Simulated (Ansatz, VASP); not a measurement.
**Ta2SiO3: VASP beside Ansatz**

File INCAR:

```
  ALGO = Normal
  EDIFF = 1E-7
  EDIFFG = -0.01
  ENCUT = 600
  GGA = PE
  IBRION = 2
  ISIF = 3
  ISMEAR = 0
  LASPH = T
  LCHARG = F
  LREAL = F
  LWAVE = F
  NELM = 60
  NSW = 100
  PREC = Accurate
  SIGMA = 0.1
```

Contents of KPOINTS:

```
k-points
0
Gamma
  14 14 4
```

POSCAR

```
Ta2SiO3
1.0
    2.7196641949      0.0000000000      0.0000000000
    0.0000000000      2.7196641949      0.0000000000
    0.0000000000      0.0000000000     12.4682957362
Ta Si O
2 1 3
Direct
    0.5000000000      0.5000000000      0.3848827452
    0.5000000000      0.5000000000      0.6151172548
    0.5000000000      0.5000000000      0.0000000000
    0.0000000000      0.0000000000      0.6963970722
    0.0000000000      0.0000000000      0.3036029278
    0.0000000000      0.0000000000      0.5000000000
```

Input for Ansatz:

```yaml
crystal:
  lattice:
    - [2.7196641949, 0.0, 0.0]
    - [0.0, 2.7196641949, 0.0]
    - [0.0, 0.0, 12.4682957362]
  atoms:
    - { symbol: Ta, position: [0.5, 0.5, 0.3848827452] }
    - { symbol: Ta, position: [0.5, 0.5, 0.6151172548] }
    - { symbol: Si, position: [0.5, 0.5, 0.0] }
    - { symbol: O, position: [0.0, 0.0, 0.6963970722] }
    - { symbol: O, position: [0.0, 0.0, 0.3036029278] }
    - { symbol: O, position: [0.0, 0.0, 0.5] }
basis:
  ecutwfc: 420
kpoints:
  mp_grid: { grid: [14, 14, 4] }
hamiltonian:
  xc: pbe
scf:
  occupations: { method: gaussian, width: 0.1 }
output:
  forces: true
  stress: true
  eigenvalues: true
  write_density: true
  write_potential: true
  elf: true
  volumetric_format: npy
relax:
  adjacent_minimum: "off"
  f_tol: 0.01
  max_steps: 80
  cell: { stress_tol: 0.05 }
```

Change from the starting cell: species swapped into the Li3Tl2Cd type (P4/mmm, No. 123).

Alike in both runs: task relaxation of cell and atoms; functional PBE; k mesh 14 × 14 × 4; occupations gaussian, width 0.1 eV; no spin polarisation.

|  | VASP | Ansatz |
| --- | --- | --- |
| version | VASP 6.6.1 | Ansatz 0.2.0 |
| potentials or method | VASP PAW PBE potentials, release 64 (Ta_pv, Si, O), cutoff 600 eV | scalar-relativistic, plane waves, PAW |
| valence electrons in the cell | 44 | 48 |

VASP gave:

```
gap on the k mesh at the Fermi level, each at its own relaxed structure (eV) : none
relaxed volume (Å³/atom)                                                     : 15.40
relaxed cell length with the largest relative difference (Å)                 : 12.481
```

**Question.** Which values does Ansatz return?

**Answer.** gap on the k mesh at the Fermi level, each at its own relaxed structure (eV): none; relaxed volume (Å³/atom): 16.48; relaxed cell length with the largest relative difference (Å): 13.394.

A gap of «none» marks a metal or a gap that the smearing closes. One of these differences is far larger than is usual between the two programs; its cause wasn't traced. VASP's potentials hold 44 valence electrons a cell and Ansatz's 48, so a difference there can come from the potentials and not from the codes.

Spin-orbit coupling is off throughout.
